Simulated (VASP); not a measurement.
# CoO (I4/mmm) in VASP: notebook

Runs on CoO. Level: PBEsol. Tasks: single point.

Program: VASP 6.6.1. These are calculated values, not measurements. Logs are shortened: lines on timing, memory, paths and dates and some standing lists are left out, and cuts for length are marked.

## Step 1: The cell of the first run

The typed cell holds 2 atoms: a = 2.947 Å, b = 2.947 Å, c = 2.947 Å, α = 119.99°, β = 119.99°, γ = 90.01°.

## Step 2: Single point, PBEsol, collinear spin, ferromagnetic start

Contents of INCAR:

```
SYSTEM = CoO
PREC = Accurate
ENCUT = 520
EDIFF = 1E-6
ISMEAR = 0
SIGMA = 0.1
LREAL = .False.
LASPH = .True.
NELM = 150
ALGO = Normal
ISIF = 2
LWAVE = .False.
LCHARG = .False.
ISPIN = 2
MAGMOM = 2.63 0.34
LORBIT = 11
LMAXMIX = 4
GGA = PS
NBANDS = 18
```

Contents of KPOINTS:

```
Automatic mesh
0
Gamma
  20 20 20
  0 0 0
```

Contents of POSCAR:

```
CoO
1.0
   -1.4734932815      1.4734932815      2.0833044356
    1.4734932815     -1.4734932815      2.0833044356
    1.4734932815      1.4734932815     -2.0833044356
Co O
1 1
Direct
    0.0000000000      0.0000000000      0.0000000000
    0.5000000000      0.5000000000      0.0000000000
```

Potentials or basis: VASP PAW PBE potentials, release 64 (Co, O).

On the command line:

```
> cat potpaw_PBE.64/Co/POTCAR potpaw_PBE.64/O/POTCAR > POTCAR
> mpirun -np 1 vasp_std > vasp.out
```

OUTCAR:

```text
SYSTEM = CoO
   PREC = Accurate
   ENCUT = 520
   EDIFF = 1E-6
   ISMEAR = 0
   LREAL = .False.
   LASPH = .True.
   NELM = 150
   ISIF = 2
   ISPIN = 2
   LORBIT = 11
   GGA = PS

 ion  position               nearest neighbor table
   1  0.000  0.000  0.000-   2 2.08   2 2.08   2 2.08   2 2.08   2 2.08   2 2.08
   2  0.500  0.500  0.000-   1 2.08   1 2.08   1 2.08   1 2.08   1 2.08   1 2.08

  LATTYP: Found a body centered tetragonal cell.
 ALAT       =     2.9469865630
 C/A-ratio  =     1.4138540445

  Lattice vectors:

 A1 = (  -1.4734932815,   1.4734932815,   2.0833044356)
 A2 = (   1.4734932815,  -1.4734932815,   2.0833044356)
 A3 = (   1.4734932815,   1.4734932815,  -2.0833044356)

Analysis of symmetry for initial positions (statically):
=====================================================================
 Subroutine PRICEL returns:
 Original cell was already a primitive cell.

 Routine SETGRP: Setting up the symmetry group for a
 body centered tetragonal supercell.

 Subroutine GETGRP returns: Found 16 space group operations
 (whereof 16 operations were pure point group operations)
 out of a pool of 16 trial point group operations.

The static configuration has the point symmetry D_4h.

Analysis of symmetry for dynamics (positions and initial velocities):
=====================================================================
 Subroutine PRICEL returns:
 Original cell was already a primitive cell.

 Routine SETGRP: Setting up the symmetry group for a
 body centered tetragonal supercell.

 Subroutine GETGRP returns: Found 16 space group operations
 (whereof 16 operations were pure point group operations)
 out of a pool of 16 trial point group operations.

The dynamic configuration has the point symmetry D_4h.

Analysis of structural, dynamic, and magnetic symmetry:
=====================================================================
 Subroutine PRICEL returns:
 Original cell was already a primitive cell.

 Routine SETGRP: Setting up the symmetry group for a
 body centered tetragonal supercell.

 Subroutine GETGRP returns: Found 16 space group operations
 (whereof 16 operations were pure point group operations)
 out of a pool of 16 trial point group operations.

The overall configuration has the point symmetry D_4h.

 Subroutine INISYM returns: Found 16 space group operations
 (whereof 16 operations are pure point group operations),
 and found     1 'primitive' translations

----------------------------------------------------------------------------------------

                                     Primitive cell

  volume of cell :      18.0929

  direct lattice vectors                    reciprocal lattice vectors
    -1.473493281  1.473493281  2.083304436     0.000000000  0.339329677  0.240003329
     1.473493281 -1.473493281  2.083304436     0.339329677  0.000000000  0.240003329
     1.473493281  1.473493281 -2.083304436     0.339329677  0.339329677  0.000000000

  length of vectors
     2.946611999  2.946611999  2.946611999     0.415627511  0.415627511  0.479884632

  position of ions in fractional coordinates (direct lattice)
     0.000000000  0.000000000  0.000000000
     0.500000000  0.500000000  0.000000000

  ion indices of the primitive-cell ions
   primitive index   ion index
                 1           1
                 2           2

----------------------------------------------------------------------------------------

 KPOINTS: Automatic mesh

Automatic generation of k-mesh.
 Grid dimensions read from file:
 generate k-points for:   20   20   20

 Generating k-lattice:

  Cartesian coordinates                     Fractional coordinates (reciprocal lattice)
     0.000000000  0.016966484  0.012000166     0.050000000  0.000000000  0.000000000
     0.016966484  0.000000000  0.012000166     0.000000000  0.050000000  0.000000000
     0.016966484  0.016966484  0.000000000     0.000000000  0.000000000  0.050000000

  Length of vectors
     0.020781376  0.020781376  0.023994232

  Shift w.r.t. Gamma in fractional coordinates (k-lattice)
     0.000000000  0.000000000  0.000000000

 Subroutine IBZKPT returns following result:
 ===========================================

 Found    641 irreducible k-points:

 Following reciprocal coordinates:
            Coordinates               Weight
  0.000000  0.000000  0.000000      1.000000
  0.050000  0.000000 -0.000000      8.000000
  0.100000  0.000000  0.000000      8.000000
  0.150000  0.000000  0.000000      8.000000
  0.200000  0.000000  0.000000      8.000000
  0.250000  0.000000 -0.000000      8.000000
[... 16 lines left out ...]
 -0.400000  0.050000 -0.000000     16.000000
 -0.350000  0.050000  0.000000     16.000000
 [... further k-points ...]
   k-points           NKPTS =    641   k-points in BZ     NKDIM =    641   number of bands    NBANDS=     18
   number of dos      NEDOS =    301   number of ions     NIONS =      2
   total plane-waves  NPLWV =  13824
   dimension x,y,z NGX =    24 NGY =   24 NGZ =   24
   dimension x,y,z NGXF=    48 NGYF=   48 NGZF=   48
   ions per type =               1   1
   NGX,Y,Z   is equivalent  to a cutoff of  13.54, 13.54, 13.54 a.u.
   NGXF,Y,Z  is equivalent  to a cutoff of  27.08, 27.08, 27.08 a.u.
 SYSTEM =  CoO
   PREC   = accura    normal or accurate (medium, high low for compatibility)
   ISTART =      0    job   : 0-new  1-cont  2-samecut
   ICHARG =      2    charge: 1-file 2-atom 10-const
   ISPIN  =      2    spin polarized calculation?
   LNONCOLLINEAR =      F non collinear calculations
   LSORBIT =      F    spin-orbit coupling
   LASPH  =      T    aspherical Exc in radial PAW
   ENCUT  =  520.0 eV  38.22 Ry    6.18 a.u.   5.48  5.48  5.48*2*pi/ulx,y,z
   NELM   =    150;   NELMIN=  2; NELMDL= -5     # of ELM steps
   EDIFF  = 0.1E-05   stopping-criterion for ELM
   LREAL  =      F    real-space projection
   EDIFFG = 0.1E-04   stopping-criterion for IOM
   NSW    =      0    number of steps for IOM
   IBRION =     -1    ionic relax: 0-MD 1-quasi-New 2-CG
   NFREE  =      0    steps in history (QN), initial steepest desc. (CG)
   ISIF   =      2    stress and relaxation
   ISYM   =      2    0-nonsym 1-usesym 2-fastsym
   POTIM  = 0.5000    time-step for ionic-motion
   TEBEG  =    0.0;   TEEND  =   0.0 temperature during run
   PSTRESS=    0.0 pullay stress
   NELECT =      15.0000    total number of electrons
   NUPDOWN=      -1.0000    fix difference up-down
   EMIN   =  10.00;   EMAX   =-10.00  energy-range for DOS
   EFERMI =   0.00;   METHOD = LEGACY
   ISMEAR =     0;   SIGMA  =   0.10  broadening in eV -4-tet -1-fermi 0-gaus
   EFERMI_NEDOS =   21; number of points for ismear=-14 and -15
   IALGO  =     38    algorithm
   IMIX   =      4    mixing-type and parameters
     AMIX     =   0.40;   BMIX     =  1.00
     AMIX_MAG =   1.60;   BMIX_MAG =  1.00
  volume/ion in A,a.u.               =       9.05        61.05
  Fermi-wavevector in a.u.,A,eV,Ry     =   1.537926  2.906260 32.180742  2.365218
  Thomas-Fermi vector in A             =   2.644367
   LORBIT       =     11    0 simple, 1 ext, 2 COOP (PROOUT), +10 PAW based schemes
   GGA     = PS    functional components
   LHFCALC =     F    Hartree Fock is set to
   AEXX    =    0.0000 exact exchange contribution
   IVDW    =     0    specifies the selected vdW correction
   LEPSILON=     F    determine dielectric tensor
   LRPA    =     F    only Hartree local field effects (RPA)
 spin polarized calculation
 Gauss-broadening in eV      SIGMA  =   0.10
  energy-cutoff  :      520.00
  volume of cell :       18.09
 maximum number of plane-waves:       531
 NGX is ok and might be reduce to    24
   NGX = 11   NGY = 11   NGZ = 11

 number of electron      14.9999998 magnetization       2.7090457

 Free energy of the ion-electron system (eV)
  ---------------------------------------------------
  ext. energy  EPLUGINS =         0.00000000
  ---------------------------------------------------
  free energy    TOTEN  =       -13.99878743 eV

  energy without entropy =      -13.97848180  energy(sigma->0) =      -13.98863461

 E-fermi :   8.7840     XC(G=0): -13.0452

 val. band max:        8.7832225392   @ k =   0.4500   0.2500   0.1500
 cond. band min:       8.7852231089   @ k =  -0.3000   0.3000   0.2500
 fundamental gap:      0.0020005697
 Fermi energy:         8.7839908277

 spin component 1

 k-point     1 :       0.0000    0.0000    0.0000
  band No.  band energies     occupation
      1     -12.0948      1.00000
      2       5.2420      1.00000
      3       5.2427      1.00000
      4       5.2427      1.00000
      5       5.5458      1.00000
      6       5.5459      1.00000
[... 10 lines left out ...]
     17      31.2664      0.00000
     18      34.3608      0.00000
[... 463 lines left out ...]
 k-point    24 :      -0.3500    0.0500    0.0000
  band No.  band energies     occupation
      1     -11.0553      1.00000
      2       0.9138      1.00000
      3       2.6243      1.00000
      4       2.7748      1.00000
      5       6.1780      1.00000
      6       6.3127      1.00000
[... 10 lines left out ...]
     17      36.5850      0.00000
     18      38.8843      0.00000

 [... further k-points ...]

 spin component 2

 k-point     1 :       0.0000    0.0000    0.0000
  band No.  band energies     occupation
      1     -11.6311      1.00000
      2       5.7692      1.00000
      3       5.7704      1.00000
      4       5.7704      1.00000
      5       7.5162      1.00000
      6       7.5162      1.00000
[... 10 lines left out ...]
     17      32.1698      0.00000
     18      35.1621      0.00000
[... 463 lines left out ...]
 k-point    24 :      -0.3500    0.0500    0.0000
  band No.  band energies     occupation
      1     -10.5678      1.00000
      2       1.4799      1.00000
      3       3.8255      1.00000
      4       3.9473      1.00000
      5       8.1907      1.00000
      6       8.4415      1.00000
[... 10 lines left out ...]
     17      36.9912      0.00000
     18      39.4409      0.00000

 [... further k-points ...]
[... 5 lines left out ...]
  --------------------------------------------------------------------------------------
  -------------------------------------------------------------------------------------
  Total       -0.0962400     -0.0962400     -0.0929236      0.0000000      0.0000000      0.0000000
  in kB       -8.5223088     -8.5223088     -8.2286335      0.0000000      0.0000000      0.0000000
  external PRESSURE =      -8.4244170 kB  Pullay stress =       0.0000000 kB

 VOLUME and BASIS-vectors are now :
 -----------------------------------------------------------------------------
  energy-cutoff  :      520.00
  volume of cell :       18.09
      direct lattice vectors                 reciprocal lattice vectors
    -1.473493281  1.473493281  2.083304436     0.000000000  0.339329677  0.240003329
     1.473493281 -1.473493281  2.083304436     0.339329677  0.000000000  0.240003329
     1.473493281  1.473493281 -2.083304436     0.339329677  0.339329677  0.000000000

 POSITION                                       TOTAL-FORCE (eV/Angst)
 -----------------------------------------------------------------------------------
      0.00000      0.00000      0.00000        -0.000000      0.000000      0.000000
      0.00000      0.00000      2.08330         0.000000     -0.000000     -0.000000
 -----------------------------------------------------------------------------------
    total drift:                               -0.000000      0.000000     -0.000000

  FREE ENERGIE OF THE ION-ELECTRON SYSTEM (eV)
  ---------------------------------------------------
  free  energy   TOTEN  =       -13.9987874289 eV

  energy  without entropy=      -13.9784817964  energy(sigma->0) =      -13.98863461

 total charge

# of ion       s       p       d       tot
------------------------------------------
    1        0.315   0.406   7.211   7.932
    2        1.552   3.424   0.000   4.977
--------------------------------------------------
tot          1.867   3.830   7.211  12.908

 magnetization (x)

# of ion       s       p       d       tot
------------------------------------------
    1        0.021   0.019   2.359   2.398
    2        0.031   0.235   0.000   0.265
--------------------------------------------------
tot          0.051   0.254   2.359   2.664
```

Run time: 5.1 min. Hardware: 1 thread of Intel Xeon Platinum 8259CL at 2.50GHz (Skylake/Cascade Lake), shared host; peak memory 0.43 GiB.

What came out:

* Free energy: -13.9988 eV
* Pressure: -0.8 GPa
* Net moment: 2.71 μB per cell
* Site moments: Co +2.40; O +0.27 μB
* Valence electrons inside the program's atomic spheres: Co 7.93; O 4.98

Caveat: the PAW data sets were made with another functional, which shifts forces and pressure a little; a cell with one magnetic atom can't hold antiferromagnetic order, which such compounds often take; semilocal functionals often make such compounds metallic where correlation or magnetic order opens a gap, which also shifts bond lengths.

## Step 3: Single point, PBEsol, collinear spin, ferromagnetic start

This run uses another cell than the first one, of 9.58 Å³/atom.

INCAR: that of step 2 with these lines changed.

```diff
@@ -14,3 +14,3 @@
 ISPIN = 2
-MAGMOM = 2.63 0.34
+MAGMOM = 2.57 0.32
 LORBIT = 11
```

KPOINTS is that of step 2.

Contents of POSCAR:

```
CoO
1.0
   -1.5080000000      1.5080000000      2.1072475377
    1.5080000000     -1.5080000000      2.1072475377
    1.5080000000      1.5080000000     -2.1072475377
Co O
1 1
Direct
    0.0000000000      0.0000000000      0.0000000000
    0.5000000000      0.5000000000      0.0000000000
```

Potentials or basis: VASP PAW PBE potentials, release 64 (Co, O).

On the command line:

```
> cat potpaw_PBE.64/Co/POTCAR potpaw_PBE.64/O/POTCAR > POTCAR
> mpirun -np 1 vasp_std > vasp.out
```

OUTCAR:

```text
SYSTEM = CoO
   PREC = Accurate
   ENCUT = 520
   EDIFF = 1E-6
   ISMEAR = 0
   LREAL = .False.
   LASPH = .True.
   NELM = 150
   ISIF = 2
   ISPIN = 2
   LORBIT = 11
   GGA = PS

 ion  position               nearest neighbor table
   1  0.000  0.000  0.000-   2 2.11   2 2.11   2 2.13   2 2.13   2 2.13   2 2.13
   2  0.500  0.500  0.000-   1 2.11   1 2.11   1 2.13   1 2.13   1 2.13   1 2.13

  LATTYP: Found a body centered tetragonal cell.
 ALAT       =     3.0160000000
 C/A-ratio  =     1.3973790038

  Lattice vectors:

 A1 = (  -1.5080000000,   1.5080000000,   2.1072475377)
 A2 = (   1.5080000000,  -1.5080000000,   2.1072475377)
[... 1223 lines left out ...]
 VOLUME and BASIS-vectors are now :
 -----------------------------------------------------------------------------
  energy-cutoff  :      520.00
  volume of cell :       19.17
      direct lattice vectors                 reciprocal lattice vectors
    -1.508000000  1.508000000  2.107247538     0.000000000  0.331564987  0.237276348
     1.508000000 -1.508000000  2.107247538     0.331564987  0.000000000  0.237276348
     1.508000000  1.508000000 -2.107247538     0.331564987  0.331564987  0.000000000

 POSITION                                       TOTAL-FORCE (eV/Angst)
 -----------------------------------------------------------------------------------
      0.00000      0.00000      0.00000        -0.000000      0.000000     -0.000000
      0.00000      0.00000      2.10725         0.000000     -0.000000      0.000000
 -----------------------------------------------------------------------------------
    total drift:                               -0.000000      0.000000     -0.000000

  FREE ENERGIE OF THE ION-ELECTRON SYSTEM (eV)
  ---------------------------------------------------
  free  energy   TOTEN  =       -13.9640011585 eV

  energy  without entropy=      -13.9439269557  energy(sigma->0) =      -13.95396406

 total charge

# of ion       s       p       d       tot
------------------------------------------
    1        0.300   0.367   7.149   7.816
    2        1.551   3.403   0.000   4.954
--------------------------------------------------
tot          1.850   3.770   7.149  12.770

 magnetization (x)

# of ion       s       p       d       tot
------------------------------------------
    1        0.020   0.018   2.522   2.560
    2        0.029   0.287   0.000   0.317
--------------------------------------------------
tot          0.049   0.305   2.522   2.876
```

stdout:

```text
POSCAR found type information on POSCAR CoO
 POSCAR found :  2 types and       2 ions
 scaLAPACK will be used
 -----------------------------------------------------------------------------
|                                                                             |
|                                                                             |
|     You enforced a specific xc type in the INCAR file but a different       |
|     I HOPE YOU KNOW WHAT YOU ARE DOING!                                     |
|                                                                             |
 -----------------------------------------------------------------------------

 LDA part: xc-table for (Slater+PW92), standard interpolation
 POSCAR, INCAR and KPOINTS ok, starting setup
 FFT: planning ... GRIDC
 FFT: planning ... GRID_SOFT
 FFT: planning ... GRID
 WAVECAR not read
 entering main loop
```

Run time: 11 min. Hardware: 1 thread of Intel Xeon 8259CL, shared host; peak memory 0.43 GiB.

What came out:

```yaml
Free_energy: -13.9640 eV
Pressure: -9.7 GPa
Net_moment: 2.93 μB per cell
Site_moments: Co +2.56; O +0.32 μB
Valence_electrons_inside_the_program's_atomic_spheres: Co 7.82; O 4.95
```

Stress tensor (GPa, compression positive):
```
-9.81  0.00  0.00
 0.00 -9.81  0.00
 0.00  0.00 -9.60
```

Caveat: the cell stands under tension; the PAW data sets were made with another functional, which shifts forces and pressure a little; a cell with one magnetic atom can't hold antiferromagnetic order, which such compounds often take; semilocal functionals often make such compounds metallic where correlation or magnetic order opens a gap, which also shifts bond lengths.
